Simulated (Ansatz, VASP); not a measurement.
# InSb3: VASP beside Ansatz

INCAR

```
SYSTEM = InSb3
PREC = Accurate
ENCUT = 500
EDIFF = 1E-6
ISMEAR = 0
SIGMA = 0.02
LREAL = .FALSE.
LASPH = .TRUE.
NELM = 120
ALGO = Normal
ISIF = 2
LWAVE = .FALSE.
LCHARG = .FALSE.
GGA = PS
NBANDS = 22
GGA_COMPAT = .FALSE.
```

Contents of KPOINTS:

```
regular mesh
0
G
  6 6 6
  0 0 0
```

POSCAR

```
InSb3
1.0
    0.0000000000      3.7945550000      3.7945550000
    3.7945550000      0.0000000000      3.7945550000
    3.7945550000      3.7945550000      0.0000000000
Sb In
3 1
Direct
    0.5000000000      0.5000000000      0.5000000000
    0.7500000000      0.7500000000      0.7500000000
    0.2500000000      0.2500000000      0.2500000000
    0.0013176776      0.0013176776     -0.0013176776
```

Input for Ansatz:

```yaml
crystal:
  lattice:
    - [0.0, 3.794555, 3.794555]
    - [3.794555, 0.0, 3.794555]
    - [3.794555, 3.794555, 0.0]
  atoms:
    - { symbol: Sb, position: [0.5, 0.5, 0.5] }
    - { symbol: Sb, position: [0.75, 0.75, 0.75] }
    - { symbol: Sb, position: [0.25, 0.25, 0.25] }
    - { symbol: In, position: [0.0013176776, 0.0013176776, -0.0013176776] }
hamiltonian:
  xc: pbesol
kpoints:
  mp_grid: { grid: [6, 6, 6] }
scf:
  occupations: { method: gaussian, width: 0.02 }
  convergence: { dr2_threshold: 1.0e-11 }
basis:
  ecutwfc: 600
output:
  forces: true
```

Alike in both runs: task single point; functional PBEsol; k mesh 6 × 6 × 6; occupations gaussian, width 0.02 eV; no spin polarisation.

|  | VASP | Ansatz |
| --- | --- | --- |
| version | VASP 6.6.1 | Ansatz 0.2.0 |
| potentials or method | VASP PAW PBE potentials, release 64 (Sb, In_d), cutoff 500 eV | scalar-relativistic, plane waves, PAW |
| valence electrons in the cell | 28 | 58 |

|  | VASP | Ansatz | Ansatz less VASP |
| --- | --- | --- | --- |
| rms of the force components (eV/Å) | 0.005 | 0.005 | +0.0001 |

VASP's potentials were made for PBE, not for PBEsol. Atom by atom the forces differ by 0.000 eV/Å (rms over components). VASP's potentials hold 28 valence electrons a cell and Ansatz's 58, so a difference there can come from the potentials and not from the codes.

Neither program's run includes spin-orbit coupling.
